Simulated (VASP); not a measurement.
# Ge (P6_3/mmc) in VASP: notebook

The runs below take Ge through single point, with PBEsol, LDA.

All numbers are computed with VASP 6.6.1; they aren't measurements. Logs are shortened: lines on timing, memory, paths and dates and some standing lists are left out, and cuts for length are marked.

**1. The cell of the first run**

It takes space group P6_3/mmc (No. 194, hexagonal). The conventional cell has a = 3.971 Å, b = 3.971 Å, c = 6.555 Å, α = 90.00°, β = 90.00°, γ = 120.00°. Ge (site symmetry 3m) has 4 Ge at 2.44 to 2.45 Å within 3.2 Å.

**2. Single point, PBEsol**

File INCAR:

```
SYSTEM = Ge
PREC     = Accurate       ! precision mode
ENCUT    = 520            ! plane-wave cutoff, eV
EDIFF    = 1E-6           ! SCF threshold, eV
ISMEAR   = -1             ! smearing method
SIGMA    = 0.05           ! smearing width, eV
LREAL    = .FALSE.        ! projectors in reciprocal space
LASPH    = .TRUE.         ! aspherical terms in the spheres
NELM     = 80             ! most SCF steps
ALGO     = Normal         ! electronic algorithm
ISIF     = 2              ! what is computed and relaxed
LWAVE    = .FALSE.        ! write WAVECAR
LCHARG   = .FALSE.        ! write CHGCAR
GGA      = PS             ! functional
NBANDS   = 36             ! bands
```

File KPOINTS:

```
Automatic mesh
0
G
  8 8 4
  0 0 0
```

File POSCAR:

```
Ge
1.0
    3.9707555995      0.0000000000      0.0000000000
   -1.9853777998      3.4387752215      0.0000000000
    0.0000000000      0.0000000000      6.5550854883
Ge
4
Direct
    0.3333333333      0.6666666667      0.9370987500
    0.6666666667      0.3333333333      0.4370987500
    0.3333333333      0.6666666667      0.5629012500
    0.6666666667      0.3333333333      0.0629012500
```

Potentials or basis: VASP PAW PBE potentials, release 64 (Ge_d).

On the command line:

```
> cat potpaw_PBE.64/Ge_d/POTCAR > POTCAR
> mpirun -np 1 vasp_std > vasp.out
```

OUTCAR:

```text
SYSTEM = Ge
   PREC = Accurate
   ENCUT = 520
   EDIFF = 1E-6
   ISMEAR = -1
   LREAL = .FALSE.
   LASPH = .TRUE.
   NELM = 80
   ISIF = 2
   GGA = PS

 ion  position               nearest neighbor table
   1  0.333  0.667  0.937-   4 2.44   4 2.44   4 2.44   3 2.45
   2  0.667  0.333  0.437-   3 2.44   3 2.44   3 2.44   4 2.45
   3  0.333  0.667  0.563-   2 2.44   2 2.44   2 2.44   1 2.45
   4  0.667  0.333  0.063-   1 2.44   1 2.44   1 2.44   2 2.45

  LATTYP: Found a hexagonal cell.
 ALAT       =     3.9707555995
 C/A-ratio  =     1.6508408347

  Lattice vectors:

 A1 = (   3.9707555995,   0.0000000000,   0.0000000000)
 A2 = (  -1.9853777998,   3.4387752215,   0.0000000000)
 A3 = (   0.0000000000,   0.0000000000,   6.5550854883)

Analysis of symmetry for initial positions (statically):
=====================================================================
 Subroutine PRICEL returns:
 Original cell was already a primitive cell.

 Routine SETGRP: Setting up the symmetry group for a
 hexagonal supercell.

 Subroutine GETGRP returns: Found 24 space group operations
 (whereof 12 operations were pure point group operations)
 out of a pool of 24 trial point group operations.

The static configuration has the point symmetry D_3d.
 The point group associated with its full space group is D_6h.

Analysis of symmetry for dynamics (positions and initial velocities):
=====================================================================
 Subroutine PRICEL returns:
 Original cell was already a primitive cell.

 Routine SETGRP: Setting up the symmetry group for a
 hexagonal supercell.

 Subroutine GETGRP returns: Found 24 space group operations
 (whereof 12 operations were pure point group operations)
 out of a pool of 24 trial point group operations.

The dynamic configuration has the point symmetry D_3d.
 The point group associated with its full space group is D_6h.

 Subroutine INISYM returns: Found 24 space group operations
 (whereof 12 operations are pure point group operations),
 and found     1 'primitive' translations

----------------------------------------------------------------------------------------

                                     Primitive cell

  volume of cell :      89.5067

  direct lattice vectors                    reciprocal lattice vectors
     3.970755599  0.000000000  0.000000000     0.251841236  0.145400606  0.000000000
    -1.985377800  3.438775221  0.000000000     0.000000000  0.290801211  0.000000000
     0.000000000  0.000000000  6.555085488     0.000000000  0.000000000  0.152553312

  length of vectors
     3.970755599  3.970755600  6.555085488     0.290801211  0.290801211  0.152553312

  position of ions in fractional coordinates (direct lattice)
     0.333333333  0.666666667  0.937098750
     0.666666667  0.333333333  0.437098750
     0.333333333  0.666666667  0.562901250
     0.666666667  0.333333333  0.062901250

  ion indices of the primitive-cell ions
   primitive index   ion index
                 1           1
                 2           2
                 3           3
                 4           4

----------------------------------------------------------------------------------------

 KPOINTS: Automatic mesh

Automatic generation of k-mesh.
 Grid dimensions read from file:
 generate k-points for:    8    8    4

 Generating k-lattice:

  Cartesian coordinates                     Fractional coordinates (reciprocal lattice)
     0.031480155  0.018175076  0.000000000     0.125000000 -0.000000000  0.000000000
     0.000000000  0.036350151  0.000000000     0.000000000  0.125000000  0.000000000
     0.000000000  0.000000000  0.038138328     0.000000000  0.000000000  0.250000000

  Length of vectors
     0.036350151  0.036350151  0.038138328

  Shift w.r.t. Gamma in fractional coordinates (k-lattice)
     0.000000000  0.000000000  0.000000000

 Subroutine IBZKPT returns following result:
 ===========================================

 Found     30 irreducible k-points:

 Following reciprocal coordinates:
            Coordinates               Weight
  0.000000  0.000000  0.000000      1.000000
  0.125000  0.000000  0.000000      6.000000
  0.250000  0.000000  0.000000      6.000000
  0.375000  0.000000  0.000000      6.000000
  0.500000  0.000000  0.000000      3.000000
  0.125000  0.125000  0.000000      6.000000
[... 16 lines left out ...]
  0.250000  0.000000  0.500000      6.000000
  0.375000  0.000000  0.500000      6.000000
 [... further k-points ...]
   k-points           NKPTS =     30   k-points in BZ     NKDIM =     30   number of bands    NBANDS=     36
   number of dos      NEDOS =    301   number of ions     NIONS =      4
   total plane-waves  NPLWV =  45000
   dimension x,y,z NGX =    30 NGY =   30 NGZ =   50
   dimension x,y,z NGXF=    60 NGYF=   60 NGZF=  100
   ions per type =               4
   NGX,Y,Z   is equivalent  to a cutoff of  12.56, 12.56, 12.68 a.u.
   NGXF,Y,Z  is equivalent  to a cutoff of  25.12, 25.12, 25.36 a.u.
 SYSTEM =  Ge
   PREC   = accura    normal or accurate (medium, high low for compatibility)
   ISTART =      0    job   : 0-new  1-cont  2-samecut
   ICHARG =      2    charge: 1-file 2-atom 10-const
   ISPIN  =      1    spin polarized calculation?
   LNONCOLLINEAR =      F non collinear calculations
   LSORBIT =      F    spin-orbit coupling
   LASPH  =      T    aspherical Exc in radial PAW
   ENCUT  =  520.0 eV  38.22 Ry    6.18 a.u.   7.38  7.38 12.19*2*pi/ulx,y,z
   NELM   =     80;   NELMIN=  2; NELMDL= -5     # of ELM steps
   EDIFF  = 0.1E-05   stopping-criterion for ELM
   LREAL  =      F    real-space projection
   EDIFFG = 0.1E-04   stopping-criterion for IOM
   NSW    =      0    number of steps for IOM
   IBRION =     -1    ionic relax: 0-MD 1-quasi-New 2-CG
   NFREE  =      0    steps in history (QN), initial steepest desc. (CG)
   ISIF   =      2    stress and relaxation
   ISYM   =      2    0-nonsym 1-usesym 2-fastsym
   POTIM  = 0.5000    time-step for ionic-motion
   TEBEG  =    0.0;   TEEND  =   0.0 temperature during run
   PSTRESS=    0.0 pullay stress
   NELECT =      56.0000    total number of electrons
   NUPDOWN=      -1.0000    fix difference up-down
   EMIN   =  10.00;   EMAX   =-10.00  energy-range for DOS
   EFERMI =   0.00;   METHOD = LEGACY
   ISMEAR =    -1;   SIGMA  =   0.05  broadening in eV -4-tet -1-fermi 0-gaus
   EFERMI_NEDOS =   21; number of points for ismear=-14 and -15
   IALGO  =     38    algorithm
   IMIX   =      4    mixing-type and parameters
     AMIX     =   0.40;   BMIX     =  1.00
     AMIX_MAG =   1.60;   BMIX_MAG =  1.00
  volume/ion in A,a.u.               =      22.38       151.01
  Fermi-wavevector in a.u.,A,eV,Ry     =   1.400186  2.645968 26.674506  1.960521
  Thomas-Fermi vector in A             =   2.523171
   LORBIT       =      0    0 simple, 1 ext, 2 COOP (PROOUT), +10 PAW based schemes
   GGA     = PS    functional components
   LHFCALC =     F    Hartree Fock is set to
   AEXX    =    0.0000 exact exchange contribution
   IVDW    =     0    specifies the selected vdW correction
   LEPSILON=     F    determine dielectric tensor
   LRPA    =     F    only Hartree local field effects (RPA)
 non-spin polarized calculation
  energy-cutoff  :      520.00
  volume of cell :       89.51
 maximum number of plane-waves:      2448
 NGX is ok and might be reduce to    30
   NGX = 15   NGY = 15   NGZ = 25

 number of electron      56.0000047 magnetization

 Free energy of the ion-electron system (eV)
  ---------------------------------------------------
  ext. energy  EPLUGINS =         0.00000000
  ---------------------------------------------------
  free energy    TOTEN  =       -19.67056225 eV

  energy without entropy =      -19.66928376  energy(sigma->0) =      -19.66992300

 E-fermi :   5.0897     XC(G=0): -10.1788

 val. band max:        4.9440574646   @ k =   0.0000   0.0000   0.0000
 cond. band min:       5.1482168028   @ k =   0.0000   0.0000   0.2500
 fundamental gap:      0.2041593382
 Fermi energy:         5.0897466001

 k-point     1 :       0.0000    0.0000    0.0000
  band No.  band energies     occupation
      1     -19.8460      2.00000
      2     -19.8460      2.00000
      3     -19.8056      2.00000
      4     -19.8054      2.00000
      5     -19.8054      2.00000
      6     -19.7921      2.00000
[... 28 lines left out ...]
     35       9.6065      0.00000
     36      11.0060      0.00000

 k-point     2 :       0.1250    0.0000    0.0000
  band No.  band energies     occupation
      1     -19.8554      2.00000
      2     -19.8491      2.00000
      3     -19.8151      2.00000
      4     -19.8109      2.00000
      5     -19.8053      2.00000
      6     -19.7810      2.00000
[... 28 lines left out ...]
     35      10.2883      0.00000
     36      11.1182      0.00000

 k-point     3 :       0.2500    0.0000    0.0000
  band No.  band energies     occupation
      1     -19.8652      2.00000
      2     -19.8537      2.00000
      3     -19.8296      2.00000
      4     -19.8200      2.00000
      5     -19.8007      2.00000
      6     -19.7690      2.00000
[... 28 lines left out ...]
     35      11.5085      0.00000
     36      11.8737      0.00000

 k-point     4 :       0.3750    0.0000    0.0000
  band No.  band energies     occupation
      1     -19.8655      2.00000
      2     -19.8555      2.00000
      3     -19.8433      2.00000
      4     -19.8260      2.00000
      5     -19.7887      2.00000
      6     -19.7627      2.00000
[... 28 lines left out ...]
     35      12.0095      0.00000
     36      12.6973      0.00000

 k-point     5 :       0.5000    0.0000    0.0000
  band No.  band energies     occupation
      1     -19.8605      2.00000
      2     -19.8557      2.00000
      3     -19.8523      2.00000
      4     -19.8279      2.00000
      5     -19.7795      2.00000
      6     -19.7611      2.00000
[... 655 lines left out ...]
 k-point    22 :       0.1250    0.0000    0.5000
  band No.  band energies     occupation
      1     -19.8347      2.00000
      2     -19.8347      2.00000
      3     -19.8332      2.00000
      4     -19.8332      2.00000
      5     -19.7951      2.00000
      6     -19.7951      2.00000
[... 28 lines left out ...]
     35      10.3930      0.00000
     36      10.3930      0.00000

 k-point    23 :       0.2500    0.0000    0.5000
  band No.  band energies     occupation
      1     -19.8399      2.00000
      2     -19.8399      2.00000
      3     -19.8390      2.00000
      4     -19.8390      2.00000
      5     -19.7918      2.00000
      6     -19.7918      2.00000
[... 28 lines left out ...]
     35      10.7589      0.00000
     36      10.7589      0.00000

 k-point    24 :       0.3750    0.0000    0.5000
  band No.  band energies     occupation
      1     -19.8423      2.00000
      2     -19.8423      2.00000
      3     -19.8398      2.00000
      4     -19.8398      2.00000
      5     -19.7865      2.00000
      6     -19.7865      2.00000
[... 28 lines left out ...]
     35      12.5338      0.00000
     36      12.5338      0.00000

 [... further k-points ...]
[... 5 lines left out ...]
  --------------------------------------------------------------------------------------
  -------------------------------------------------------------------------------------
  Total        0.7605039      0.7605039      0.5547017     -0.0000000      0.0000000      0.0000000
  in kB       13.6130909     13.6130909      9.9292122     -0.0000000      0.0000000      0.0000000
  external PRESSURE =      12.3851314 kB  Pullay stress =       0.0000000 kB

 VOLUME and BASIS-vectors are now :
 -----------------------------------------------------------------------------
  energy-cutoff  :      520.00
  volume of cell :       89.51
      direct lattice vectors                 reciprocal lattice vectors
     3.970755599  0.000000000  0.000000000     0.251841236  0.145400606  0.000000000
    -1.985377800  3.438775221  0.000000000     0.000000000  0.290801211  0.000000000
     0.000000000  0.000000000  6.555085488     0.000000000  0.000000000  0.152553312

 POSITION                                       TOTAL-FORCE (eV/Angst)
 -----------------------------------------------------------------------------------
     -0.00000      2.29252      6.14276         0.000000      0.000000     -0.006633
      1.98538      1.14626      2.86522        -0.000000     -0.000000     -0.006633
     -0.00000      2.29252      3.68987         0.000000      0.000000      0.006633
      1.98538      1.14626      0.41232         0.000000     -0.000000      0.006633
 -----------------------------------------------------------------------------------
    total drift:                               -0.000000      0.000000     -0.000000

  FREE ENERGIE OF THE ION-ELECTRON SYSTEM (eV)
  ---------------------------------------------------
  free  energy   TOTEN  =       -19.6705622501 eV

  energy  without entropy=      -19.6692837586  energy(sigma->0) =      -19.66992300
```

Wall time 89 s (1 thread of Intel Xeon Platinum 8488C (Sapphire Rapids), shared host); peak memory 0.23 GiB.

What came out:

```yaml
Free_energy: -19.6706 eV
Pressure: 1.2 GPa
Largest_force: 0.007 eV/Å
Band_gap_on_the_k_mesh: zero (filled and empty bands overlap)
```

Forces on the atoms (eV/Å):
```
Ge   0.000  0.000 -0.007
Ge   0.000  0.000 -0.007
Ge   0.000  0.000  0.007
Ge   0.000  0.000  0.007
```

Caveat: the PAW data sets were made with another functional, which shifts forces and pressure a little.

[end of part 1 of 2]
